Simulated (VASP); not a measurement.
Here is a VASP 6.6.1 calculation.

The input INCAR:

```
PREC = Accurate
ENCUT = 600
EDIFF = 1E-7
ISMEAR = 0
SIGMA = 0.1
LREAL = F
LASPH = T
NELM = 80
ALGO = Fast
ISIF = 3
LWAVE = F
LCHARG = F
GGA = PS
IBRION = 2
NSW = 80
EDIFFG = -0.01
```

KPOINTS

```
Automatic mesh
0
Gamma
  18 18 10
```

File POSCAR:

```
Ti
1.0
    2.8642373750      0.0000000000      0.0000000000
   -1.4321186875      2.4805023292      0.0000000000
    0.0000000000      0.0000000000      4.5282243256
Ti
2
Direct
    0.3333333333      0.6666666667      0.2500000000
    0.6666666667      0.3333333333      0.7500000000
```

Potentials or basis: VASP PAW PBE potentials, release 64 (Ti_sv).

Launch:

```console
$ cat potpaw_PBE.64/Ti_sv/POTCAR > POTCAR
$ mpirun -np 1 vasp_std > vasp.out
```

**Question.** Predict the relaxed volume.

**Answer.** 16.68 Å³/atom.

**Question.** Predict the space group after relaxing (to 0.05 Å).

**Answer.** P6_3/mmc (No. 194).

Step by step:
| step | energy change (eV) | largest force (eV/Å) | pressure (GPa) | volume (Å³) |
| --- | --- | --- | --- | --- |
| 1 | 0.0000 | 0.0000 | 4.38 | 32.17 |
| 2 | -0.0083 | 0.0000 | -3.00 | 34.26 |
| 3 | -0.0168 | 0.0000 | -0.18 | 33.39 |
| 4 | -0.0168 | 0.0000 | 0.08 | 33.34 |
| 5 | -0.0168 | 0.0000 | 0.02 | 33.37 |

Caveat: the PAW data sets were made with another functional, which shifts forces and pressure a little.
